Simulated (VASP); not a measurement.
Wanted: the native input for a VASP 6.6.1 run.

| Property | Result |
| --- | --- |
| Task | single point |
| Functional | LDA |
| Potentials or basis | VASP PAW LDA potentials, release 64 (Sn_d, O) |
| Cutoff | 520 eV |
| k mesh | 10 × 10 × 10 |
| Occupations | gaussian, width 0.02 eV |
| Spin | no spin polarisation |
| Dipole correction | no |
| Further INCAR settings | ALGO = Normal; EDIFF = 1e-06; NBANDS = 35 |

The structure of SnO2 lies in POSCAR:

```
SnO2
1.0
   -1.9861130370      1.9861130370      5.0901677921
    1.9861130370     -1.9861130370      5.0901677921
    1.9861130370      1.9861130370     -5.0901677921
Sn O
2 4
Direct
    0.7500000000      0.2500000000      0.5000000000
    0.0000000000      0.0000000000      0.0000000000
    0.7969975833      0.7969975833      0.0000000000
    0.9530024167      0.4530024167      0.5000000000
    0.2030024167      0.2030024167      0.0000000000
    0.5469975833      0.0469975833      0.5000000000
```

One way to write it, as run:

INCAR

```
SYSTEM = SnO2
ALGO     = Normal         ! electronic algorithm
EDIFF    = 1E-6           ! SCF threshold, eV
ENCUT    = 520            ! plane-wave cutoff, eV
GGA      = CA             ! functional
ISIF     = 2              ! what is computed and relaxed
ISMEAR   = 0              ! smearing method
LASPH    = .TRUE.         ! aspherical terms in the spheres
LCHARG   = .TRUE.         ! write CHGCAR
LELF     = .TRUE.         ! ELF
LREAL    = .FALSE.        ! projectors in reciprocal space
LVHAR    = .TRUE.       
LWAVE    = .FALSE.        ! write WAVECAR
NBANDS   = 35             ! bands
NELM     = 60             ! most SCF steps
PREC     = Accurate       ! precision mode
SIGMA    = 0.02           ! smearing width, eV
```

KPOINTS

```
k-points
0
G
  10 10 10
  0 0 0
```

Potentials or basis: VASP PAW LDA potentials, release 64 (Sn_d, O).

Launch:

```console
$ cat potpaw_LDA.64/Sn_d/POTCAR potpaw_LDA.64/O/POTCAR > POTCAR
$ mpirun -np 1 vasp_std > vasp.out
```

Results of the run:

The pressure is 0.9 GPa, the largest force is 0.039 eV/Å and the band gap on the k mesh is 1.77 eV (least direct gap 2.16 eV).

Caveat: spin-orbit coupling is left out, which moves the levels of the heavy elements.

Wall time 13 min on 1 thread of Intel Xeon 8259CL (shared host), peak memory 0.41 GiB.
